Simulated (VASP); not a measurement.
A run of VASP 6.6.1:

POSCAR

```
Si2Mo
1.0
   -1.6105963353      1.6105963353      3.9565305599
    1.6105963353     -1.6105963353      3.9565305599
    1.6105963353      1.6105963353     -3.9565305599
Mo Si
1 2
Direct
    0.0000000000      0.0000000000      0.0000000000
    0.6670000000      0.6670000000      0.0000000000
    0.3330000000      0.3330000000      0.0000000000
```

File INCAR.step1:

```
PREC = Accurate
ENCUT = 520
ISMEAR = -1
SIGMA = 0.05
LREAL = F
LASPH = T
NELM = 100
NBANDS = 18
GGA = PE
ALGO = Normal
EDIFF = 1E-4
LWAVE = T
LCHARG = F
```

INCAR.step2

```
PREC = Accurate
ENCUT = 520
EDIFF = 1E-6
ISMEAR = -1
SIGMA = 0.05
LREAL = F
LASPH = T
NELM = 100
ALGO = Normal
ISIF = 2
LWAVE = F
LCHARG = T
METAGGA = R2SCAN
LMIXTAU = T
LELF = T
LVHAR = T
NBANDS = 18
ISTART = 1
```

The input KPOINTS:

```
regular mesh
0
Gamma
  12 12 12
```

Potentials or basis: VASP PAW PBE potentials, release 64 (Mo_sv, Si).

Run with:

```sh
$ cat potpaw_PBE.64/Mo_sv/POTCAR potpaw_PBE.64/Si/POTCAR > POTCAR
$ cp INCAR.step1 INCAR
$ mpirun -np 1 vasp_std > vasp.out
$ cp INCAR.step2 INCAR
$ mpirun -np 1 vasp_std > vasp.out
```

Hardware: 1 thread of Intel(R) Xeon(R) 6975P-C (Granite Rapids), on a shared host.

Task: How long does it take, and how much memory?

Result: It took 9.1 min on 1 thread of Intel(R) Xeon(R) 6975P-C (Granite Rapids), with other jobs on the host, peak memory 0.29 GiB. Counts: k points 163.
